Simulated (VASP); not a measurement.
Write the native input for VASP 6.6.1 that does the following.

```yaml
Task: single point
Functional: PBEsol
Potentials_or_basis: VASP PAW PBE potentials, release 64 (Ge_d)
Cutoff: 520 eV
k_mesh: 16 × 16 × 16
Occupations: methfessel-paxton, width 0.05 eV
Spin: no spin polarisation
Dipole_correction: no
Further_INCAR_settings: ALGO = Normal; EDIFF = 1e-06; NBANDS = 13
```

The structure of Ge lies in POSCAR:

```
Ge
1.0
    2.6768048477      0.0000000000      0.0000000000
    0.0000000000      2.6768048477      0.0000000000
    0.0000000000      0.0000000000      2.6768048477
Ge
1
Direct
    0.0000000000      0.0000000000      0.0000000000
```

This isn't the form of Ge at room conditions, which is diamond.

These files were run (other wordings do the same):

INCAR

```
ALGO = Normal ; EDIFF = 1E-6
ENCUT = 520 ; GGA = PS
ISIF = 2 ; ISMEAR = 1
LASPH = T ; LCHARG = F
LREAL = F ; LWAVE = F
NBANDS = 13 ; NELM = 100
PREC = Accurate ; SIGMA = 0.05
```

KPOINTS

```
k-points
0
Gamma
  16 16 16
```

Potentials or basis: VASP PAW PBE potentials, release 64 (Ge_d).

Launch:

```sh
$ cat potpaw_PBE.64/Ge_d/POTCAR > POTCAR
$ mpirun -np 1 vasp_std > vasp.out
```

Results of the run:

The pressure is -0.8 GPa and the band gap on the k mesh is zero (bands 7 and 8 overlap by 9.42 eV).

Caveat: the PAW data sets were made with another functional, which shifts forces and pressure a little.

It took 18 s on 1 thread of Intel Xeon 8259CL, with other jobs on the host, peak memory 0.15 GiB.
